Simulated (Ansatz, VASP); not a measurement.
F: VASP beside Ansatz

```
F
1.0
     3.12279   -1.71045   -0.24086
     3.12279    1.71045   -0.24086
    -2.37334    0.00000    6.86034
F
4
Direct
  0.08485 0.08485 0.09400
  0.91515 0.91515 0.90600
  0.50157 0.50157 0.59372
  0.49843 0.49843 0.40628
```

Change from the starting cell: volume 17.833 Å^3 an atom, stretch along a over the lengths across it, relative to the relaxed cell 1.0493.

Alike in both runs: task single point; functional PBEsol; k mesh 4 × 4 × 2; occupations gaussian, width 0.05 eV; no spin polarisation.

```csv
,VASP,Ansatz
version,VASP 6.6.1,Ansatz 0.2.0
potentials or method,"VASP PAW PBE potentials, release 64 (F), cutoff 520 eV","scalar-relativistic, plane waves, PAW"
valence electrons in the cell,28,28
```

VASP gave:

* gap on the k mesh at the Fermi level (eV): 3.58
* least direct gap on the mesh (eV): 3.69
* pressure (GPa): 4.9
* traceless stress, the component that is largest in VASP (GPa): 8.23
* rms of the force components (eV/Å): 1.478

Question: Estimate Ansatz's values.

Answer: gap on the k mesh at the Fermi level (eV): 3.67; least direct gap on the mesh (eV): 3.78; pressure (GPa): 4.3; traceless stress, the component that is largest in VASP (GPa): 6.47; rms of the force components (eV/Å): 1.160.

VASP's potentials were made for PBE, not for PBEsol. Atom by atom the forces differ by 0.319 eV/Å (rms over components).

The k mesh is coarse, so the values compare programs but aren't converged.
